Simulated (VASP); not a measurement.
Here is a VASP 6.6.1 calculation.

Contents of POSCAR:

```
NaF
1.0
    0.0000000000      2.4088877442      2.4088877442
    2.4088877442      0.0000000000      2.4088877442
    2.4088877442      2.4088877442      0.0000000000
Na F
1 1
Direct
    0.0000000000      0.0000000000      0.0000000000
    0.5000000000      0.5000000000      0.5000000000
```

Contents of INCAR.step1:

```
SYSTEM = NaF
PREC = Accurate ; ENCUT = 520
EDIFF = 1E-5 ; ISMEAR = 0
SIGMA = 0.01 ; LREAL = .FALSE.
LASPH = .TRUE. ; NELM = 60
ALGO = Normal ; ISIF = 2
LWAVE = .TRUE. ; LCHARG = .FALSE.
NBANDS = 14 ; GGA = PE
```

File INCAR.step2:

```
SYSTEM = NaF
PREC = Accurate ; ENCUT = 520
EDIFF = 1E-6 ; ISMEAR = 0
SIGMA = 0.01 ; LREAL = .FALSE.
LASPH = .TRUE. ; NELM = 60
ALGO = Normal ; ISIF = 2
LWAVE = .FALSE. ; LCHARG = .FALSE.
GGA = PE ; LHFCALC = .TRUE.
HFSCREEN = 0.2079 ; PRECFOCK = Normal
NBANDS = 14 ; ISTART = 1
```

File KPOINTS:

```
regular mesh
0
G
  6 6 6
  0 0 0
```

Potentials or basis: VASP PAW PBE potentials, release 64 (Na_pv, F).

Command:

```bash
$ cat potpaw_PBE.64/Na_pv/POTCAR potpaw_PBE.64/F/POTCAR > POTCAR
$ cp INCAR.step1 INCAR
$ mpirun -np 1 vasp_std > vasp.out
$ cp INCAR.step2 INCAR
$ mpirun -np 1 vasp_std > vasp.out
```

Estimate the band gap on the k mesh.

7.80 eV, direct.

Estimate the pressure.

-4.3 GPa.

Caveat: the cell differs from its parent crystal (strain +4.9%); the PAW data sets were made with another functional, which shifts forces and pressure a little.
